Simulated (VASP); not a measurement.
Write the native input for VASP 6.6.1 that does the following.

```
Task                   : single point
Functional             : LDA
Potentials or basis    : VASP PAW LDA potentials, release 64 (Al)
Cutoff                 : 520 eV
k mesh                 : 19 × 19 × 4
Occupations            : gaussian, width 0.15 eV
Spin                   : no spin polarisation
Dipole correction      : no
Further INCAR settings : ALGO = Fast; EDIFF = 1e-06; NBANDS = 18
```

The structure of Al lies in POSCAR:

```
Al
1.0
    2.0239800000     -2.0239800000      0.0000000000
    2.0239800000      0.0000000000     -2.0239800000
   10.6939962114     10.6939962114     10.6939962114
Al
6
Direct
    0.6666666667      0.6666666667      0.0630751175
    0.0000000000      0.0000000000      0.6939524684
    0.3333333333      0.3333333333      0.1892505877
    0.6666666667      0.6666666667      0.4416015281
    0.0000000000      0.0000000000      0.3154260579
    0.3333333333      0.3333333333      0.5677769982
```

This cell differs from its parent crystal: the distance across one plane changed.

The input as run:

INCAR

```
SYSTEM = Al
PREC = Accurate
ENCUT = 520
EDIFF = 1E-6
ISMEAR = 0
SIGMA = 0.15
LREAL = .FALSE.
LASPH = .TRUE.
NELM = 60
ALGO = Fast
ISIF = 2
LWAVE = .FALSE.
LCHARG = .FALSE.
GGA = CA
NBANDS = 18
```

KPOINTS

```
regular mesh
0
G
  19 19 4
  0 0 0
```

Potentials or basis: VASP PAW LDA potentials, release 64 (Al).

Run with:

```sh
$ cat potpaw_LDA.64/Al/POTCAR > POTCAR
$ mpirun -np 1 vasp_std > vasp.out
```

It gave:

```yaml
Pressure: -3.4 GPa
Largest_force: 0.100 eV/Å
Band_gap_on_the_k_mesh: zero (bands 9 and 10 overlap by 3.38 eV)
```

Caveat: the cell differs from its parent crystal (the distance across one plane changed); the cell stands under tension.

Run time: 3.7 min on 1 thread of AMD EPYC 9R45 96-Core Processor (Zen 5) (shared host), peak memory 0.35 GiB.
